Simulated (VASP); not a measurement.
AsW18S35 (a cell with a defect): single point with PBE

System: AsW18S35 (a cell with a defect).

```
CELL_PARAMETERS angstrom
9.38125 0.00000 0.00000
-4.69062 8.12440 0.00000
0.00000 0.00000 12.16476
ATOMIC_POSITIONS crystal
W 0.10929 0.22305 0.25070
W 0.22448 0.10951 0.74865
W 0.10914 0.55625 0.25105
W 0.22072 0.44257 0.74827
W 0.10912 0.88956 0.25094
W 0.22331 0.77533 0.74896
W 0.44263 0.22298 0.25111
W 0.55597 0.10917 0.74912
W 0.44238 0.55636 0.25034
W 0.55703 0.44280 0.74707
W 0.44266 0.88961 0.25110
W 0.55668 0.77834 0.74895
W 0.77600 0.22308 0.25097
W 0.88929 0.10941 0.74941
W 0.77601 0.55641 0.25124
W 0.88979 0.44297 0.74902
W 0.77575 0.88956 0.25065
W 0.88949 0.77426 0.74875
S 0.11287 0.21899 0.61933
S 0.21945 0.11215 0.12020
S 0.11261 0.21919 0.87924
S 0.21976 0.11302 0.38119
S 0.11227 0.55327 0.61829
S 0.21917 0.44558 0.11991
S 0.11211 0.55348 0.88020
S 0.22046 0.44634 0.38101
S 0.11305 0.88571 0.61929
S 0.21928 0.77899 0.12040
S 0.11310 0.88639 0.87861
S 0.21955 0.77951 0.38119
S 0.44635 0.21891 0.61810
S 0.55276 0.11223 0.12030
S 0.44572 0.22012 0.87939
S 0.55334 0.11304 0.38133
S 0.55310 0.44562 0.12022
S 0.44579 0.55294 0.87683
S 0.55259 0.44685 0.38123
S 0.44552 0.88598 0.61858
S 0.55274 0.77923 0.11979
S 0.44527 0.88710 0.88022
S 0.55287 0.77849 0.38083
S 0.77945 0.21920 0.61928
S 0.88609 0.11250 0.12009
S 0.77939 0.21979 0.87977
S 0.88643 0.11292 0.38105
S 0.78033 0.55271 0.61784
S 0.88617 0.44582 0.12035
S 0.77948 0.55370 0.87954
S 0.88648 0.44589 0.38140
S 0.77918 0.88546 0.61950
S 0.88626 0.77859 0.12025
S 0.78025 0.88649 0.87961
S 0.88635 0.77958 0.38124
As 0.44645 0.55214 0.60275
```

```
Program             : VASP 6.6.1
Task                : single point
Functional          : PBE
Potentials or basis : VASP PAW PBE potentials, release 64 (W_sv, S, As)
Cutoff              : 400 eV
k mesh              : 1 × 1 × 1, shifted
Occupations         : fermi-dirac, width 0.01 eV
Spin                : no spin polarisation
```

- Largest force: 0.482 eV/Å

Forces on the atoms (eV/Å):
```
W   -0.219  0.114  0.042
W    0.038 -0.110  0.004
W   -0.187  0.107 -0.017
W    0.330 -0.204 -0.025
W   -0.213  0.152  0.006
W    0.232 -0.119  0.007
W   -0.221  0.132 -0.018
W    0.286 -0.078  0.015
W   -0.163  0.100  0.005
W    0.370 -0.256  0.175
W   -0.223  0.127 -0.039
W    0.303 -0.230 -0.111
W   -0.225  0.110 -0.004
W    0.393 -0.224 -0.069
W   -0.218  0.087 -0.015
W    0.210 -0.219  0.034
W   -0.185  0.126  0.035
W    0.096  0.069 -0.011
S   -0.152  0.080 -0.039
S    0.131 -0.049 -0.003
S   -0.078  0.058  0.041
S    0.106 -0.104 -0.013
S   -0.114  0.077  0.016
S    0.108 -0.035 -0.016
S   -0.119  0.087 -0.005
S    0.116 -0.068 -0.002
S   -0.148  0.094 -0.008
S    0.125 -0.036 -0.014
S   -0.141  0.060  0.013
S    0.139 -0.086  0.010
S   -0.160  0.081  0.004
S    0.109 -0.034  0.001
S   -0.080  0.067  0.017
S    0.129 -0.100 -0.004
S    0.104 -0.048 -0.020
S   -0.141  0.081  0.003
S    0.092 -0.089 -0.035
S   -0.127  0.100  0.020
S    0.112 -0.049  0.000
S   -0.120  0.047  0.021
S    0.090 -0.073  0.030
S   -0.178  0.110  0.000
S    0.120 -0.056 -0.017
S   -0.188  0.100  0.018
S    0.116 -0.099  0.003
S   -0.154  0.107  0.022
S    0.107 -0.053 -0.011
S   -0.102  0.006  0.024
S    0.102 -0.085 -0.007
S   -0.099  0.113 -0.031
S    0.098 -0.018 -0.014
S   -0.098  0.039  0.032
S    0.105 -0.065 -0.011
As  -0.215  0.159 -0.037
```

Levels at points of the mesh, in eV from the Fermi level:
```tsv
k point	band 230	band 231	band 232	band 233	band 234	band 235	band 236	band 237
(0.25, 0.25, 0.25)	-0.34	-0.19	-0.17	-0.08	0.12	1.90	1.92	2.02
```

It took 43 min on 1 thread of Intel(R) Xeon(R) Platinum 8259CL CPU @ 2.50GHz (Skylake/Cascade Lake) (shared host), peak memory 1.1 GiB.

Caveat: the cell carries a net charge on a neutralising background, which shifts energy and pressure; the cell is charged against a uniform background, so pressure and absolute levels hang on convention; spin-orbit coupling is left out, which moves the levels of the heavy elements.
